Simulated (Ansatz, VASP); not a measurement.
# Two plane-wave programs on SiO2

File POSCAR:

```
SiO2
1.0
    4.3194676920      0.0000000000      0.0000000000
    0.0000000000      4.3194676920      0.0000000000
    0.0000000000      0.0000000000      4.3194676920
Si O
2 4
Direct
    0.0000000000      0.0000000000      0.0000000000
    0.5000000000      0.5000000000      0.5000000000
    0.2500000000      0.2500000000      0.2500000000
    0.2500000000      0.7500000000      0.7500000000
    0.7500000000      0.7500000000      0.2500000000
    0.7500000000      0.2500000000      0.7500000000
```

The input INCAR.step1:

```
SYSTEM = SiO2
  PREC = Accurate
  ENCUT = 520
  ISMEAR = 0
  SIGMA = 0.1
  LREAL = .FALSE.
  LASPH = .TRUE.
  NELM = 60
  NBANDS = 25
  GGA = PE
  ALGO = Normal
  EDIFF = 1E-4
  LWAVE = .TRUE.
  LCHARG = .FALSE.
```

File INCAR.step2:

```
SYSTEM = SiO2
  PREC = Accurate
  ENCUT = 520
  EDIFF = 1E-6
  ISMEAR = 0
  SIGMA = 0.1
  LREAL = .FALSE.
  LASPH = .TRUE.
  NELM = 60
  ALGO = Normal
  ISIF = 2
  LWAVE = .FALSE.
  LCHARG = .FALSE.
  METAGGA = R2SCAN
  LMIXTAU = .TRUE.
  NBANDS = 25
  ISTART = 1
```

KPOINTS

```
Automatic mesh
0
G
  4 4 4
  0 0 0
```

Input for Ansatz:

```yaml
crystal:
  lattice:
    - [4.319467692, 0.0, 0.0]
    - [0.0, 4.319467692, 0.0]
    - [0.0, 0.0, 4.319467692]
  atoms:
    - { symbol: Si, position: [0.0, 0.0, 0.0] }
    - { symbol: Si, position: [0.5, 0.5, 0.5] }
    - { symbol: O, position: [0.25, 0.25, 0.25] }
    - { symbol: O, position: [0.25, 0.75, 0.75] }
    - { symbol: O, position: [0.75, 0.75, 0.25] }
    - { symbol: O, position: [0.75, 0.25, 0.75] }
basis:
  ecutwfc: 500
kpoints:
  mp_grid: { grid: [4, 4, 4] }
hamiltonian:
  xc: r2scan
scf:
  occupations: { method: gaussian, width: 0.1 }
  lower_state_search: "off"
output:
  forces: true
  stress: true
  eigenvalues: true
```

Alike in both runs: task single point; functional r2SCAN; k mesh 4 × 4 × 4; occupations gaussian, width 0.1 eV; no spin polarisation.

|  | VASP | Ansatz |
| --- | --- | --- |
| version | VASP 6.6.1 | Ansatz 0.2.0 |
| potentials or method | VASP PAW PBE potentials, release 64 (Si, O), cutoff 520 eV | scalar-relativistic, plane waves, PAW |
| valence electrons in the cell | 32 | 32 |

|  | VASP | Ansatz | Ansatz less VASP |
| --- | --- | --- | --- |
| gap on the k mesh at the Fermi level (eV) | 0.40 | 0.41 | +0.017 |
| least direct gap on the mesh (eV) | 0.81 | 0.83 | +0.016 |

VASP's potentials were made for PBE, not for r2SCAN. The functional is the same, so the differences come from potentials, cutoffs and numerics.
